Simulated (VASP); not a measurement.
The system is MoPt3.

```xyz
4
Lattice="3.9795 0.0000 0.0000 0.0000 3.9795 0.0000 0.0000 0.0000 3.9795" Properties=species:S:1:pos:R:3 pbc="T T T"
Mo    0.0000    0.0000    0.0000
Pt    1.9898    1.9898    0.0000
Pt    1.9898    0.0000    1.9898
Pt    0.0000    1.9898    1.9898
```

Base run:

```yaml
Program: VASP 6.6.1
Functional: LDA
Potentials_or_basis: VASP PAW LDA potentials, release 64 (Mo_sv, Pt)
Cutoff: 500 eV
k_mesh: 6 × 6 × 6
Occupations: methfessel-paxton, width 0.1 eV
Spin: no spin polarisation
```

Its results: band gap on the k mesh zero (band 22 reaches 12.51 eV, above the bottom of band 23 at 11.00 eV); pressure -16.8 GPa.

Task: The run is repeated on the same cell with these changes: k mesh from 6 × 6 × 6 to 2 × 2 × 2. What comes out?

Result: Band gap on the k mesh zero (band 22 reaches 12.49 eV, above the bottom of band 23 at 11.03 eV); pressure -17.4 GPa.

Caveats: some runs use coarse meshes; spin-orbit coupling is left out, which moves the levels of the heavy elements.
